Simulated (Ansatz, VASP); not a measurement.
Fe in VASP and in Ansatz

```
Fe
1.0
    -1.34982    1.34982    1.34982
     1.34982   -1.34982    1.34982
     1.34982    1.34982   -1.34982
Fe
1
Direct
  0.00000 0.00000 0.00000
```

Alike in both runs: task single point; functional LDA; k mesh 16 × 16 × 16; occupations fermi-dirac, width 0.01 eV; no spin polarisation.

|  | VASP | Ansatz |
| --- | --- | --- |
| version | VASP 6.6.1 | Ansatz 0.2.0 |
| potentials or method | VASP PAW LDA potentials, release 64 (Fe), cutoff 600 eV | plane waves (420 eV) with PAW, scalar-relativistic |
| valence electrons in the cell | 8 | 16 |

Ansatz gave:

* pressure (GPa): -1.1

Estimate VASP's values.

pressure (GPa): -1.5.

Ansatz warns that its potentials were made for another functional, while VASP's fit it. LDA's correlation is that of Perdew and Zunger in VASP and of Perdew and Wang (1992) in Ansatz. VASP's potentials hold 8 valence electrons a cell and Ansatz's 16, so a difference there can come from the potentials and not from the codes.
